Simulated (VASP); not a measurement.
Here is a VASP 6.6.1 calculation.

INCAR

```
SYSTEM = Cs
ALGO     = Fast           ! electronic algorithm
EDIFF    = 1E-7           ! SCF threshold, eV
ENCUT    = 520            ! plane-wave cutoff, eV
GGA      = PE             ! functional
ISIF     = 2              ! what is computed and relaxed
ISMEAR   = 0              ! smearing method
LASPH    = .TRUE.         ! aspherical terms in the spheres
LCHARG   = .FALSE.        ! write CHGCAR
LREAL    = .FALSE.        ! projectors in reciprocal space
LWAVE    = .FALSE.        ! write WAVECAR
NBANDS   = 16             ! bands
NELM     = 80             ! most SCF steps
PREC     = Accurate       ! precision mode
SIGMA    = 0.1            ! smearing width, eV
```

The input KPOINTS:

```
k-points
0
G
  8 8 6
  0 0 0
```

The input POSCAR:

```
Cs
1.0
    5.5192519631      0.0000000000      0.0000000000
    0.0000000000      5.5192519631      0.0000000000
    0.0000000000      0.0000000000      7.6740519828
Cs
2
Direct
    0.0000000000      0.0000000000      0.0000000000
    0.5000000000      0.5000000000      0.5000000000
```

Potentials or basis: VASP PAW PBE potentials, release 64 (Cs_sv).

Launch:

```sh
$ cat potpaw_PBE.64/Cs_sv/POTCAR > POTCAR
$ mpirun -np 1 vasp_std > vasp.out
```

(1) What does it give for the pressure?

(2) What does it give for the band gap on the k mesh?

## Answers

(1) 0.0 GPa.

(2) zero (bands 9 and 10 overlap by 1.62 eV).

Caveat: the cell differs from its parent crystal (biaxial strain in the a-b plane: +2.0 %, then relaxed in part); spin-orbit coupling is left out, which moves the levels of the heavy elements.
